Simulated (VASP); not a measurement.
A run of VASP 6.6.1:

INCAR

```
SYSTEM = C
ALGO = Normal
EDIFF = 1E-6
ENCUT = 520
GGA = PE
ISIF = 2
ISMEAR = 0
ISPIN = 2
LASPH = .True.
LCHARG = .False.
LORBIT = 11
LREAL = .False.
LWAVE = .False.
MAGMOM = 1 0 0 0 1 1 0 0 0 1
NBANDS = 35
NELM = 150
PREC = Accurate
SIGMA = 0.05
```

KPOINTS

```
k-points
0
Gamma
  1 1 22
  0 0 0
```

POSCAR

```
C
1.0
   18.3000000000      0.0000000000      0.0000000000
    0.0000000000      9.3000000000      0.0000000000
    0.0000000000      0.0000000000      2.4665273475
C
10
Direct
    0.2860033810      0.5000000000      0.5000000000
    0.4027288096      0.5000000000      0.0000000000
    0.5194542381      0.5000000000      0.5000000000
    0.6361796666      0.5000000000      0.0000000000
    0.7529050951      0.5000000000      0.5000000000
    0.2470949049      0.5000000000      0.0000000000
    0.3638203334      0.5000000000      0.5000000000
    0.4805457619      0.5000000000      0.0000000000
    0.5972711904      0.5000000000      0.5000000000
    0.7139966190      0.5000000000      0.0000000000
```

Potentials or basis: VASP PAW PBE potentials, release 64 (C).

Command:

```bash
$ cat potpaw_PBE.64/C/POTCAR > POTCAR
$ mpirun -np 1 vasp_std > vasp.out
```

Hardware: 1 thread of Intel(R) Xeon(R) 6975P-C (Granite Rapids), on a shared host.

**Question.** Estimate the wall time of this run.

**Answer.** Wall time 4.2 min on 1 thread of Intel(R) Xeon(R) 6975P-C (Granite Rapids) (shared host), peak memory 0.68 GiB. Counts: scf iterations 27, k points 12.
